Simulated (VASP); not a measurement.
Here is a VASP 6.6.1 calculation.

Contents of INCAR:

```
SYSTEM = SnGe15
PREC     = Accurate       ! precision mode
ENCUT    = 550            ! plane-wave cutoff, eV
EDIFF    = 1E-6           ! SCF threshold, eV
ISMEAR   = 0              ! smearing method
SIGMA    = 0.05           ! smearing width, eV
LREAL    = Auto         
LASPH    = .True.         ! aspherical terms in the spheres
NELM     = 120            ! most SCF steps
ALGO     = Normal         ! electronic algorithm
ISIF     = 2              ! what is computed and relaxed
LWAVE    = .False.        ! write WAVECAR
LCHARG   = .False.        ! write CHGCAR
GGA      = PS             ! functional
NELECT   = 222.0        
ISYM     = -1           
NBANDS   = 126            ! bands
GGA_COMPAT= .False.
```

KPOINTS

```
explicit points
1
Reciprocal
  0.25000000   0.25000000   0.25000000 1
```

POSCAR

```
SnGe15
1.0
    0.0000000000      5.7360660000      5.7360660000
    5.7360660000      0.0000000000      5.7360660000
    5.7360660000      5.7360660000      0.0000000000
Ge Sn
15 1
Direct
    0.9972840000      0.0023180000      0.9991430000
    0.4969240000      0.4998340000      0.4978340000
    0.6223270000      0.6306120000      0.6223660000
    0.0003500000      0.9985730000      0.5048540000
    0.4992210000      0.5009880000      0.0024860000
    0.1243340000      0.1204900000      0.6275030000
    0.6239370000      0.6263530000      0.1220440000
    0.9949900000      0.5050930000      0.9985730000
    0.5009200000      0.9997330000      0.4954430000
    0.1288770000      0.6212180000      0.1237760000
    0.6300230000      0.1290820000      0.6230710000
    0.5010050000      0.0013640000      0.9952080000
    0.0022460000      0.4975110000      0.5015520000
    0.6256490000      0.1239620000      0.1249690000
    0.1238700000      0.6234750000      0.6281330000
    0.1289670000      0.1253500000      0.1196190000
```

Potentials or basis: VASP PAW PBE potentials, release 64 (Ge_d, Sn_d).

Launch:

```bash
$ cat potpaw_PBE.64/Ge_d/POTCAR potpaw_PBE.64/Sn_d/POTCAR > POTCAR
$ mpirun -np 1 vasp_std > vasp.out
```

Task: Estimate the largest force.

Result: 1.675 eV/Å.

Forces on the atoms (eV/Å):
```
Ge  -0.340 -0.245 -0.623
Ge   0.626  0.380  0.466
Ge  -0.732  0.068 -0.430
Ge   0.771  0.572 -0.251
Ge   0.039 -0.015  0.275
Ge  -0.450 -0.173  0.064
Ge  -0.229 -0.100 -0.155
Ge   1.131 -0.240  0.825
Ge   0.862  0.350  0.304
Ge  -0.157 -0.395 -0.314
Ge  -0.639 -0.418 -0.557
Ge  -0.352  1.146  1.169
Ge   0.493 -0.071  0.091
Ge  -0.546 -0.409 -0.214
Ge  -0.549 -0.308 -0.099
Sn   0.073 -0.139 -0.551
```

Caveat: the cell carries a net charge on a neutralising background, which shifts energy and pressure; the PAW data sets were made with another functional, which shifts forces and pressure a little.
